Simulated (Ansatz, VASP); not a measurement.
## Be: VASP beside Ansatz

```
Be
1.0
     3.73323    0.00000    0.00000
    -1.86661    3.23307    0.00000
     0.00000    0.00000    2.29823
Be
3
Direct
  0.00000 0.00000 0.00000
  0.33333 0.66667 0.50000
  0.66667 0.33333 0.50000
```

Alike in both runs: task single point; functional revPBE; k mesh 11 × 11 × 16; occupations fermi-dirac, width 0.1 eV; no spin polarisation.

|  | VASP | Ansatz |
| --- | --- | --- |
| version | VASP 6.6.1 | Ansatz 0.2.0 |
| potentials or method | VASP PAW PBE potentials, release 64 (Be), cutoff 520 eV | plane waves (420 eV) with PAW, scalar-relativistic |
| valence electrons in the cell | 6 | 6 |

|  | VASP | Ansatz | Ansatz less VASP |
| --- | --- | --- | --- |
| pressure (GPa) | -10.3 | -10.3 | +0.01 |
| traceless stress, the component that is largest in VASP (GPa) | 2.49 | 2.53 | +0.036 |

VASP's potentials were made for PBE, not for revPBE.
